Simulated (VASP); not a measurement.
**CaO: single point with PBEsol**

The system is CaO.

```
Ca O
1.0
     1.83121    1.05725    2.99059
    -1.83121    1.05725    2.99059
     0.00000   -2.11450    2.99059
Ca O
1 1
Direct
  0.04122 0.04122 0.04122
  0.29121 0.29121 0.29121
```

* Program: VASP 6.6.1
* Task: single point
* Functional: PBEsol
* Potentials or basis: VASP PAW PBE potentials, release 64 (Ca_sv, O)
* Cutoff: 600 eV
* k mesh: 8 × 8 × 8
* Occupations: fermi-dirac, width 0.03 eV
* Spin: no spin polarisation

```
Pressure               : 0.5 GPa
Band gap on the k mesh : 3.26 eV (least direct gap 3.93 eV)
```

Levels at points of the mesh, in eV from the valence-band top:
| k point | band 5 | band 6 | band 7 | band 8 | band 9 | band 10 | band 11 | band 12 |
| --- | --- | --- | --- | --- | --- | --- | --- | --- |
| (0.00, 0.00, 0.00) | -14.73 | -0.67 | -0.67 | -0.67 | 3.26 | 8.06 | 8.06 | 9.75 |
| (0.50, 0.00, 0.00) | -14.01 | -1.03 | -0.40 | -0.40 | 6.13 | 7.94 | 7.95 | 8.22 |
| (0.50, 0.50, 0.00) | -13.79 | -1.51 | -0.01 | 0.00 | 4.87 | 6.63 | 9.15 | 9.48 |
| (0.50, 0.50, 0.50) | -14.01 | -1.03 | -0.40 | -0.40 | 6.13 | 7.95 | 7.95 | 8.22 |

It took 19 s on 1 thread of AMD EPYC 9R45 96-Core Processor (Zen 5), with other jobs on the host, peak memory 0.16 GiB.

Caveat: the PAW data sets were made with another functional, which shifts forces and pressure a little. A k mesh can miss the band edges.
